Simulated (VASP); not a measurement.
# Ge2Te3O (R-3m) in VASP: single point with PBE

Aim: the single point of Ge2Te3O with PBE.

All numbers are computed with VASP 6.6.1; they aren't measurements. Logs are shortened: lines on timing, memory, paths and dates and some standing lists are left out, and cuts for length are marked.

## 1. The cell of the first run

The structure is trigonal, space group R-3m (No. 166). Conventional cell: a = 6.251 Å, b = 6.251 Å, c = 13.246 Å, α = 90.00°, β = 90.00°, γ = 120.00°. Ge (site symmetry 3m) has 9 Te at 3.25 to 3.56 Å and 4 Ge at 3.43 to 3.74 Å and 3 O at 3.64 Å within 4.3 Å. Within 3.8 Å of Te (site symmetry 2/m) lie 2 O at 2.85 Å and 4 Te at 3.13 Å and 6 Ge at 3.25 to 3.56 Å. O (site symmetry -3m) has 6 Te at 2.85 Å and 6 Ge at 3.64 Å within 3.8 Å.

## 2. Single point, PBE

Input file INCAR:

```
SYSTEM = Ge2Te3O
ALGO = Normal
EDIFF = 1E-7
ENCUT = 520
GGA = PE
ISIF = 2
ISMEAR = 0
LASPH = .True.
LCHARG = .False.
LREAL = .False.
LWAVE = .False.
NBANDS = 35
NELM = 80
PREC = Accurate
SIGMA = 0.1
```

Input file KPOINTS:

```
k-points
0
Gamma
  3 3 3
  0 0 0
```

Input file POSCAR:

```
Ge2Te3O
1.0
    3.1255189600      1.8045192200      4.4154751500
   -3.1255189600      1.8045192200      4.4154751500
    0.0000000000     -3.6090384300      4.4154751500
Ge Te O
2 3 1
Direct
    0.6293433300      0.6293433300      0.6293433300
    0.3706566700      0.3706566700      0.3706566700
    0.0000000000      0.0000000000      0.5000000000
    0.0000000000      0.5000000000      0.0000000000
    0.5000000000      0.0000000000      0.0000000000
    0.0000000000      0.0000000000      0.0000000000
```

Potentials or basis: VASP PAW PBE potentials, release 64 (Ge_d, Te, O).

Command:

```bash
> cat potpaw_PBE.64/Ge_d/POTCAR potpaw_PBE.64/Te/POTCAR potpaw_PBE.64/O/POTCAR > POTCAR
> mpirun -np 1 vasp_std > vasp.out
```

OUTCAR:

```text
SYSTEM = Ge2Te3O
   EDIFF = 1E-7
   ENCUT = 520
   GGA = PE
   ISIF = 2
   ISMEAR = 0
   LASPH = .True.
   LREAL = .False.
   NELM = 80
   PREC = Accurate

 ion  position               nearest neighbor table
   1  0.629  0.629  0.629-   4 3.25   5 3.25   3 3.25
   2  0.371  0.371  0.371-   4 3.25   5 3.25   3 3.25
   3  0.000  0.000  0.500-   4 3.13   5 3.13   4 3.13   5 3.13   1 3.25   2 3.25
   4  0.000  0.500  0.000-   5 3.13   5 3.13   3 3.13   3 3.13   1 3.25   2 3.25
   5  0.500  0.000  0.000-   4 3.13   4 3.13   3 3.13   3 3.13   1 3.25   2 3.25
   6  0.000  0.000  0.000-

  LATTYP: Found a trigonal (rhomboedric) cell.
 ALAT       =     5.7027694316
 COS(alpha) =     0.3992377342

  Lattice vectors:

 A1 = (   3.1255189600,   1.8045192200,   4.4154751500)
 A2 = (  -3.1255189600,   1.8045192200,   4.4154751500)
 A3 = (   0.0000000000,  -3.6090384300,   4.4154751500)

Analysis of symmetry for initial positions (statically):
=====================================================================
 Subroutine PRICEL returns:
 Original cell was already a primitive cell.

 Routine SETGRP: Setting up the symmetry group for a
 trigonal (rhombohedral) supercell.

 Subroutine GETGRP returns: Found 12 space group operations
 (whereof 12 operations were pure point group operations)
 out of a pool of 12 trial point group operations.

The static configuration has the point symmetry D_3d.

Analysis of symmetry for dynamics (positions and initial velocities):
=====================================================================
 Subroutine PRICEL returns:
 Original cell was already a primitive cell.

 Routine SETGRP: Setting up the symmetry group for a
 trigonal (rhombohedral) supercell.

 Subroutine GETGRP returns: Found 12 space group operations
 (whereof 12 operations were pure point group operations)
 out of a pool of 12 trial point group operations.

The dynamic configuration has the point symmetry D_3d.

 Subroutine INISYM returns: Found 12 space group operations
 (whereof 12 operations are pure point group operations),
 and found     1 'primitive' translations

----------------------------------------------------------------------------------------

                                     Primitive cell

  volume of cell :     149.4212
[... 77 lines left out ...]
   NELM   =     80;   NELMIN=  2; NELMDL= -5     # of ELM steps
   EDIFF  = 0.1E-06   stopping-criterion for ELM
   LREAL  =      F    real-space projection
   EDIFFG = 0.1E-05   stopping-criterion for IOM
   NSW    =      0    number of steps for IOM
   IBRION =     -1    ionic relax: 0-MD 1-quasi-New 2-CG
   NFREE  =      0    steps in history (QN), initial steepest desc. (CG)
   ISIF   =      2    stress and relaxation
   ISYM   =      2    0-nonsym 1-usesym 2-fastsym
   POTIM  = 0.5000    time-step for ionic-motion
   TEBEG  =    0.0;   TEEND  =   0.0 temperature during run
   PSTRESS=    0.0 pullay stress
   NELECT =      52.0000    total number of electrons
   NUPDOWN=      -1.0000    fix difference up-down
   EMIN   =  10.00;   EMAX   =-10.00  energy-range for DOS
   EFERMI =   0.00;   METHOD = LEGACY
   ISMEAR =     0;   SIGMA  =   0.10  broadening in eV -4-tet -1-fermi 0-gaus
   EFERMI_NEDOS =   21; number of points for ismear=-14 and -15
   IALGO  =     38    algorithm
   IMIX   =      4    mixing-type and parameters
     AMIX     =   0.40;   BMIX     =  1.00
     AMIX_MAG =   1.60;   BMIX_MAG =  1.00
  volume/ion in A,a.u.               =      24.90       168.06
  Fermi-wavevector in a.u.,A,eV,Ry     =   1.151521  2.176059 18.041331  1.326000
  Thomas-Fermi vector in A             =   2.288178
   LORBIT       =      0    0 simple, 1 ext, 2 COOP (PROOUT), +10 PAW based schemes
   GGA     = PE    functional components
   LHFCALC =     F    Hartree Fock is set to
   AEXX    =    0.0000 exact exchange contribution
   IVDW    =     0    specifies the selected vdW correction
   LEPSILON=     F    determine dielectric tensor
   LRPA    =     F    only Hartree local field effects (RPA)
 non-spin polarized calculation
 Gauss-broadening in eV      SIGMA  =   0.10
  energy-cutoff  :      520.00
  volume of cell :      149.42
 maximum number of plane-waves:      4067
 NGX is ok and might be reduce to    42
   NGX = 21   NGY = 21   NGZ = 21

 number of electron      51.9999997 magnetization

 Free energy of the ion-electron system (eV)
  ---------------------------------------------------
  ext. energy  EPLUGINS =         0.00000000
  ---------------------------------------------------
  free energy    TOTEN  =       -19.91043319 eV

  energy without entropy =      -19.87571280  energy(sigma->0) =      -19.89307300

 E-fermi :   5.8679     XC(G=0):  -9.8833

 val. band max:        5.8633826268   @ k =   0.0000   0.0000   0.0000
 cond. band min:       6.0091365752   @ k =   0.3333   0.0000   0.0000
 fundamental gap:      0.1457539485
 Fermi energy:         5.8679462522

 k-point     1 :       0.0000    0.0000    0.0000
  band No.  band energies     occupation
      1     -19.4622      2.00000
      2     -19.4622      2.00000
      3     -19.4593      2.00000
      4     -19.4593      2.00000
      5     -19.4459      2.00000
      6     -19.4459      2.00000
[... 217 lines left out ...]
     34       9.0108      0.00000
     35      12.2000      0.00000

------------------------ aborting loop because EDIFF is reached ----------------------------------------

  FORCE on cell =-STRESS in cart. coord.  units (eV):
  Direction    XX          YY          ZZ          XY          YZ          ZX
  --------------------------------------------------------------------------------------
  -------------------------------------------------------------------------------------
  Total        0.2558184      0.2558184    -10.8391339      0.0000000     -0.0000000      0.0000000
  in kB        2.7430267      2.7430267   -116.2231979      0.0000000     -0.0000001      0.0000000
  external PRESSURE =     -36.9123815 kB  Pullay stress =       0.0000000 kB

 VOLUME and BASIS-vectors are now :
 -----------------------------------------------------------------------------
  energy-cutoff  :      520.00
  volume of cell :      149.42
      direct lattice vectors                 reciprocal lattice vectors
     3.125518960  1.804519220  4.415475150     0.159973434  0.092360705  0.075492064
    -3.125518960  1.804519220  4.415475150    -0.159973434  0.092360705  0.075492064
     0.000000000 -3.609038430  4.415475150     0.000000000 -0.184721410  0.075492064

 POSITION                                       TOTAL-FORCE (eV/Angst)
 -----------------------------------------------------------------------------------
      0.00000      0.00000      8.33655        -0.000000     -0.000000     -0.007392
      0.00000      0.00000      4.90988        -0.000000      0.000000      0.007392
      0.00000     -1.80452      2.20774        -0.000000     -0.000000      0.000000
     -1.56276      0.90226      2.20774        -0.000000     -0.000000      0.000000
      1.56276      0.90226      2.20774         0.000000     -0.000000     -0.000000
      0.00000      0.00000      0.00000         0.000000     -0.000000     -0.000000
 -----------------------------------------------------------------------------------
    total drift:                                0.000000     -0.000000     -0.000000

  FREE ENERGIE OF THE ION-ELECTRON SYSTEM (eV)
  ---------------------------------------------------
  free  energy   TOTEN  =       -19.9104331944 eV

  energy  without entropy=      -19.8757128006  energy(sigma->0) =      -19.89307300
```

OSZICAR:

```text
N       E                     dE             d eps       ncg     rms          rms(c)
DAV:   1     0.472462596980E+03    0.47246E+03   -0.22659E+04   510   0.250E+03
DAV:   2     0.580793874563E+02   -0.41438E+03   -0.39851E+03   444   0.710E+02
DAV:   3    -0.181519321335E+02   -0.76231E+02   -0.73766E+02   504   0.164E+02
[... 11 lines left out ...]
DAV:  15    -0.199104345376E+02    0.21697E-05   -0.15261E-05   484   0.141E-02    0.681E-03
DAV:  16    -0.199104336249E+02    0.91270E-06   -0.28969E-06   399   0.848E-03    0.389E-03
DAV:  17    -0.199104334789E+02    0.14604E-06   -0.24621E-06   466   0.718E-03    0.613E-03
DAV:  18    -0.199104332032E+02    0.27564E-06   -0.52730E-07   363   0.346E-03    0.204E-03
DAV:  19    -0.199104331944E+02    0.87857E-08   -0.35885E-07   354   0.227E-03
   1 F= -.19910433E+02 E0= -.19893073E+02  d E =-.347204E-01
```

Wall time 33 s (1 thread of Intel Xeon Platinum 8488C (Sapphire Rapids), shared host); peak memory 0.26 GiB.

Results:

- Free energy: -19.9104 eV
- Pressure: -3.7 GPa
- Largest force: 0.007 eV/Å
- Band gap on the k mesh: zero (band 26 reaches 7.15 eV, above the bottom of band 27 at 5.83 eV)

Forces on the atoms (eV/Å):
```
Ge   0.000  0.000 -0.007
Ge   0.000  0.000  0.007
Te   0.000  0.000  0.000
Te   0.000  0.000  0.000
Te   0.000  0.000  0.000
O    0.000  0.000  0.000
```

Stress tensor (GPa, compression positive):
```
  0.27   0.00   0.00
  0.00   0.27   0.00
  0.00   0.00 -11.62
```

Caveat: the k points lie up to 0.42 Å⁻¹ apart; spin-orbit coupling is left out, which moves the levels of the heavy elements.
